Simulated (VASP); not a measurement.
# K (Im-3m) in VASP: further runs

The runs below take K through single point, relaxation of cell and atoms, with LDA.

Program: VASP 6.6.1. These are calculated values, not measurements. Logs are shortened: lines on timing, memory, paths and dates and some standing lists are left out, and cuts for length are marked.

## (1) The cell of the first run

Symmetry: Im-3m, No. 229, cubic system. The conventional cell has a = 5.054 Å, b = 5.054 Å, c = 5.054 Å, α = 90.00°, β = 90.00°, γ = 90.00°. Within 5.7 Å of K (site symmetry m-3m) lie 14 K at 4.38 to 5.05 Å.

## (2) Single point, LDA

INCAR reads:

```
ALGO = Normal
EDIFF = 1E-6
ENCUT = 520
GGA = CA
ISIF = 2
ISMEAR = 0
LASPH = T
LCHARG = T
LELF = T
LREAL = F
LVHAR = T
LWAVE = F
NBANDS = 10
NELM = 60
PREC = Accurate
SIGMA = 0.1
```

KPOINTS reads:

```
k-points
0
Gamma
  12 12 12
```

POSCAR reads:

```
K
1.0
   -2.5270068000      2.5270068000      2.5270068000
    2.5270068000     -2.5270068000      2.5270068000
    2.5270068000      2.5270068000     -2.5270068000
K
1
Direct
    0.0000000000      0.0000000000      0.0000000000
```

Potentials or basis: VASP PAW LDA potentials, release 64 (K_sv).

On the command line:

```sh
cat potpaw_LDA.64/K_sv/POTCAR > POTCAR
mpirun -np 1 vasp_std > vasp.out
```

OUTCAR:

```text
EDIFF = 1E-6
   ENCUT = 520
   GGA = CA
   ISIF = 2
   ISMEAR = 0
   LASPH = T
   LREAL = F
   NELM = 60
   PREC = Accurate

 ion  position               nearest neighbor table
   1  0.000  0.000  0.000-

  LATTYP: Found a body centered cubic cell.
 ALAT       =     5.0540136000

  Lattice vectors:

 A1 = (  -2.5270068000,   2.5270068000,   2.5270068000)
 A2 = (   2.5270068000,  -2.5270068000,   2.5270068000)
 A3 = (   2.5270068000,   2.5270068000,  -2.5270068000)

Analysis of symmetry for initial positions (statically):
=====================================================================
 Subroutine PRICEL returns:
 Original cell was already a primitive cell.

 Routine SETGRP: Setting up the symmetry group for a
 body centered cubic supercell.

 Subroutine GETGRP returns: Found 48 space group operations
 (whereof 48 operations were pure point group operations)
 out of a pool of 48 trial point group operations.

The static configuration has the point symmetry O_h .

Analysis of symmetry for dynamics (positions and initial velocities):
=====================================================================
 Subroutine PRICEL returns:
 Original cell was already a primitive cell.

 Routine SETGRP: Setting up the symmetry group for a
 body centered cubic supercell.

 Subroutine GETGRP returns: Found 48 space group operations
 (whereof 48 operations were pure point group operations)
 out of a pool of 48 trial point group operations.

The dynamic configuration has the point symmetry O_h .

 Subroutine INISYM returns: Found 48 space group operations
 (whereof 48 operations are pure point group operations),
 and found     1 'primitive' translations

----------------------------------------------------------------------------------------

                                     Primitive cell

  volume of cell :      64.5475

  direct lattice vectors                    reciprocal lattice vectors
    -2.527006800  2.527006800  2.527006800     0.000000000  0.197862546  0.197862546
     2.527006800 -2.527006800  2.527006800     0.197862546  0.000000000  0.197862546
     2.527006800  2.527006800 -2.527006800     0.197862546  0.197862546  0.000000000

  length of vectors
     4.376904169  4.376904169  4.376904169     0.279819896  0.279819896  0.279819896

  position of ions in fractional coordinates (direct lattice)
     0.000000000  0.000000000  0.000000000

  ion indices of the primitive-cell ions
[... 66 lines left out ...]
   ISTART =      0    job   : 0-new  1-cont  2-samecut
   ICHARG =      2    charge: 1-file 2-atom 10-const
   ISPIN  =      1    spin polarized calculation?
   LNONCOLLINEAR =      F non collinear calculations
   LSORBIT =      F    spin-orbit coupling
   LASPH  =      T    aspherical Exc in radial PAW
   ENCUT  =  520.0 eV  38.22 Ry    6.18 a.u.   8.14  8.14  8.14*2*pi/ulx,y,z
   NELM   =     60;   NELMIN=  2; NELMDL= -5     # of ELM steps
   EDIFF  = 0.1E-05   stopping-criterion for ELM
   LREAL  =      F    real-space projection
[... 7 lines left out ...]
   TEBEG  =    0.0;   TEEND  =   0.0 temperature during run
   PSTRESS=    0.0 pullay stress
   NELECT =       9.0000    total number of electrons
   NUPDOWN=      -1.0000    fix difference up-down
   EMIN   =  10.00;   EMAX   =-10.00  energy-range for DOS
   EFERMI =   0.00;   METHOD = LEGACY
   ISMEAR =     0;   SIGMA  =   0.10  broadening in eV -4-tet -1-fermi 0-gaus
   EFERMI_NEDOS =   21; number of points for ismear=-14 and -15
   IALGO  =     38    algorithm
   IMIX   =      4    mixing-type and parameters
     AMIX     =   0.40;   BMIX     =  1.00
     AMIX_MAG =   1.60;   BMIX_MAG =  1.00
  volume/ion in A,a.u.               =      64.55       435.59
  Fermi-wavevector in a.u.,A,eV,Ry     =   0.848912  1.604211  9.805056  0.720651
  Thomas-Fermi vector in A             =   1.964650
   LORBIT       =      0    0 simple, 1 ext, 2 COOP (PROOUT), +10 PAW based schemes
   GGA     = CA    functional components
   LHFCALC =     F    Hartree Fock is set to
   AEXX    =    0.0000 exact exchange contribution
   IVDW    =     0    specifies the selected vdW correction
   LEPSILON=     F    determine dielectric tensor
   LRPA    =     F    only Hartree local field effects (RPA)
 non-spin polarized calculation
 Gauss-broadening in eV      SIGMA  =   0.10
  energy-cutoff  :      520.00
  volume of cell :       64.55
 maximum number of plane-waves:      1757
 NGX is ok and might be reduce to    36
   NGX = 17   NGY = 17   NGZ = 17

 number of electron       9.0000001 magnetization

 Free energy of the ion-electron system (eV)
  ---------------------------------------------------
  ext. energy  EPLUGINS =         0.00000000
  ---------------------------------------------------
  free energy    TOTEN  =        -1.16568163 eV

  energy without entropy =       -1.16093868  energy(sigma->0) =       -1.16331015

 E-fermi :  -0.0266     XC(G=0):  -6.2161

 val. band max:       -0.0447997940   @ k =   0.2500   0.2500   0.0000
 cond. band min:       0.0199484556   @ k =   0.3333   0.1667   0.0000
 fundamental gap:      0.0647482497
 Fermi energy:        -0.0266099617

 k-point     1 :       0.0000    0.0000    0.0000
  band No.  band energies     occupation
      1     -31.7591      2.00000
      2     -15.4265      2.00000
      3     -15.4265      2.00000
      4     -15.4265      2.00000
      5      -2.3713      2.00000
      6       4.2618      0.00000
      7       4.2618      0.00000
      8       4.2618      0.00000
      9       5.2872      0.00000
     10       5.2872      0.00000
[... 287 lines left out ...]
 k-point    24 :       0.4167    0.0833    0.0833
  band No.  band energies     occupation
      1     -31.7508      2.00000
      2     -15.5301      2.00000
      3     -15.4676      2.00000
      4     -15.4337      2.00000
      5       0.5741      0.00000
      6       0.8693      0.00000
      7       2.7414      0.00000
      8       4.8519      0.00000
      9       5.8358      0.00000
     10       5.9464      0.00000

 [... further k-points ...]
[... 5 lines left out ...]
  --------------------------------------------------------------------------------------
  -------------------------------------------------------------------------------------
  Total       -0.0165519     -0.0165519     -0.0165519     -0.0000000     -0.0000000      0.0000000
  in kB       -0.4108465     -0.4108465     -0.4108465     -0.0000000     -0.0000000      0.0000000
  external PRESSURE =      -0.4108465 kB  Pullay stress =       0.0000000 kB

 VOLUME and BASIS-vectors are now :
 -----------------------------------------------------------------------------
  energy-cutoff  :      520.00
  volume of cell :       64.55
      direct lattice vectors                 reciprocal lattice vectors
    -2.527006800  2.527006800  2.527006800     0.000000000  0.197862546  0.197862546
     2.527006800 -2.527006800  2.527006800     0.197862546  0.000000000  0.197862546
     2.527006800  2.527006800 -2.527006800     0.197862546  0.197862546  0.000000000

 POSITION                                       TOTAL-FORCE (eV/Angst)
 -----------------------------------------------------------------------------------
      0.00000      0.00000      0.00000        -0.000000      0.000000     -0.000000
 -----------------------------------------------------------------------------------
    total drift:                               -0.000000      0.000000      0.000000

  FREE ENERGIE OF THE ION-ELECTRON SYSTEM (eV)
  ---------------------------------------------------
  free  energy   TOTEN  =        -1.1656816257 eV

  energy  without entropy=       -1.1609386829  energy(sigma->0) =       -1.16331015
```

OSZICAR:

```text
N       E                     dE             d eps       ncg     rms          rms(c)
DAV:   1     0.517066453062E+02    0.51707E+02   -0.36455E+03  1440   0.701E+02
DAV:   2     0.698299457309E+00   -0.51008E+02   -0.49811E+02  1542   0.213E+02
DAV:   3    -0.112818606929E+01   -0.18265E+01   -0.18196E+01  2330   0.301E+01
DAV:   4    -0.116655004824E+01   -0.38364E-01   -0.38027E-01  2044   0.398E+00
DAV:   5    -0.116751675771E+01   -0.96671E-03   -0.96644E-03  2224   0.402E-01    0.248E+00
DAV:   6    -0.116611338219E+01    0.14034E-02   -0.21101E-03  2058   0.311E-01    0.156E+00
DAV:   7    -0.116566642584E+01    0.44696E-03   -0.34610E-03  1998   0.354E-01    0.667E-02
DAV:   8    -0.116567487030E+01   -0.84445E-05   -0.35607E-04  2026   0.189E-01    0.219E-02
DAV:   9    -0.116568219410E+01   -0.73238E-05   -0.12388E-05  1896   0.305E-02    0.108E-02
DAV:  10    -0.116568162573E+01    0.56838E-06   -0.49289E-06  2084   0.190E-02
   1 F= -.11656816E+01 E0= -.11633102E+01  d E =-.474294E-02
```

Wall time 58 s (1 thread of Intel Xeon 8259CL, shared host); peak memory 0.19 GiB.

Results:

```yaml
Free_energy: -1.1657 eV
Pressure: 0.0 GPa
Band_gap_on_the_k_mesh: zero (an odd number of electrons rules out a gap without spin polarisation)
```

## (3) Relaxation of cell and atoms, LDA

This run uses another cell than the first one, of 73.68 Å³/atom.

INCAR reads:

```
ALGO     = Normal         # electronic algorithm
EDIFF    = 1E-7           # SCF threshold, eV
EDIFFG   = -0.005         # ionic threshold
ENCUT    = 600            # plane-wave cutoff, eV
IBRION   = 2              # ionic algorithm
ISIF     = 3              # what is computed and relaxed
ISMEAR   = 0              # smearing method
LASPH    = T              # aspherical terms in the spheres
LCHARG   = F              # write CHGCAR
LREAL    = F              # projectors in reciprocal space
LWAVE    = F              # write WAVECAR
NELM     = 80             # most SCF steps
NSW      = 70             # ionic steps
PREC     = Accurate       # precision mode
SIGMA    = 0.1            # smearing width, eV
```

KPOINTS is that of step 2.

POSCAR reads:

```
K
1.0
   -2.6409252679      2.6409252679      2.6409252679
    2.6409252679     -2.6409252679      2.6409252679
    2.6409252679      2.6409252679     -2.6409252679
K
1
Direct
    0.0000000000      0.0000000000      0.0000000000
```

Potentials or basis: VASP PAW LDA potentials, release 64 (K_sv).

On the command line:

```sh
cat potpaw_LDA.64/K_sv/POTCAR > POTCAR
mpirun -np 1 vasp_std > vasp.out
```

OUTCAR:

```text
EDIFF = 1E-7
   EDIFFG = -0.005
   ENCUT = 600
   IBRION = 2
   ISIF = 3
   ISMEAR = 0
   LASPH = T
   LREAL = F
   NELM = 80
   NSW = 70
   PREC = Accurate

 ion  position               nearest neighbor table
   1  0.000  0.000  0.000-

  LATTYP: Found a body centered cubic cell.
 ALAT       =     5.2818505358

  Lattice vectors:

 A1 = (  -2.6409252679,   2.6409252679,   2.6409252679)
 A2 = (   2.6409252679,  -2.6409252679,   2.6409252679)
 A3 = (   2.6409252679,   2.6409252679,  -2.6409252679)

Analysis of symmetry for initial positions (statically):
=====================================================================
 Subroutine PRICEL returns:
 Original cell was already a primitive cell.

 Routine SETGRP: Setting up the symmetry group for a
 body centered cubic supercell.
[... 278 lines left out ...]
  free energy    TOTEN  =        -1.16587452 eV

  energy without entropy =       -1.16113999  energy(sigma->0) =       -1.16350726

 E-fermi :  -0.0092     XC(G=0):  -6.2358

 val. band max:       -0.0271504892   @ k =   0.2500   0.2500   0.0000
 cond. band min:       0.0375744618   @ k =   0.3333   0.1667   0.0000
 fundamental gap:      0.0647249510
 Fermi energy:        -0.0091527926

 k-point     1 :       0.0000    0.0000    0.0000
  band No.  band energies     occupation
      1     -31.7383      2.00000
      2     -15.4051      2.00000
      3     -15.4051      2.00000
      4     -15.4051      2.00000
      5      -2.3647      2.00000
      6       4.2852      0.00000
      7       4.2852      0.00000
      8       4.2852      0.00000
[... 243 lines left out ...]
 k-point    24 :       0.4167    0.0833    0.0833
  band No.  band energies     occupation
      1     -31.7297      2.00000
      2     -15.5112      2.00000
      3     -15.4472      2.00000
      4     -15.4126      2.00000
      5       0.5913      0.00000
      6       0.8910      0.00000
      7       2.7600      0.00000
      8       4.8911      0.00000

 [... further k-points ...]
[... 5 lines left out ...]
  --------------------------------------------------------------------------------------
  -------------------------------------------------------------------------------------
  Total        0.0023114      0.0023114      0.0023114      0.0000000     -0.0000000      0.0000000
  in kB        0.0577851      0.0577851      0.0577851      0.0000000     -0.0000000      0.0000000
  external PRESSURE =       0.0577851 kB  Pullay stress =       0.0000000 kB
[... 16 lines left out ...]
  FREE ENERGIE OF THE ION-ELECTRON SYSTEM (eV)
  ---------------------------------------------------
  free  energy   TOTEN  =        -1.1658745199 eV

  energy  without entropy=       -1.1611399916  energy(sigma->0) =       -1.16350726

 reached required accuracy - stopping structural energy minimisation
```

CONTCAR:

```text
K
   1.00000000000000
    -2.5209846614497748    2.5209846614497748    2.5209846614497748
     2.5209846614497748   -2.5209846614497748    2.5209846614497748
     2.5209846614497748    2.5209846614497748   -2.5209846614497748
  K
     1
Direct
     1.0000000000000000    0.0000000000000000    1.0000000000000000

  0.00000000E+00  0.00000000E+00  0.00000000E+00
```

Wall time 4 min (1 thread of Intel Xeon 8259CL, shared host); peak memory 0.22 GiB.

Results:

* Free energy: -1.1659 eV
* Relaxed volume: 64.09 Å³/atom
* Relaxed cell: a = 4.366 Å, b = 4.366 Å, c = 4.366 Å, α = 109.47°, β = 109.47°, γ = 109.47°
* Space group after relaxing (to 0.1 Å): Im-3m (No. 229)
* Energy gained by relaxing: 15.9 meV/atom
* Ionic steps: 4
* Pressure after relaxing: 0.0 GPa
* Band gap on the k mesh: zero (an odd number of electrons rules out a gap without spin polarisation)

Step by step:
```csv
step,energy change (eV),largest force (eV/Å),pressure (GPa),volume (Å³)
1,0.0000,0.0000,-0.48,73.68
2,-0.0064,0.0000,-0.39,71.34
3,-0.0159,0.0000,-0.03,64.63
4,-0.0159,0.0000,0.01,64.09
```

Final structure:
```
CELL_PARAMETERS angstrom
-2.52098 2.52098 2.52098
2.52098 -2.52098 2.52098
2.52098 2.52098 -2.52098
ATOMIC_POSITIONS crystal
K 0.00000 0.00000 0.00000
```

Levels at points of the mesh, in eV from the Fermi level:
```
           k point  band 1  band 2  band 3  band 4  band 5  band 6  band 7  band 8
(0.00, 0.00, 0.00)  -31.73  -15.40  -15.40  -15.40   -2.36    4.29    4.29    4.29
(0.50, 0.00, 0.00)  -31.72  -15.51  -15.43  -15.40    0.40    0.83    3.12    5.03
(0.50, 0.50, 0.50)  -31.71  -15.48  -15.48  -15.48    1.60    1.60    3.85    3.85
```

LDA usually gives volumes a few per cent too small. Zero-point motion and thermal expansion aren't in these numbers.
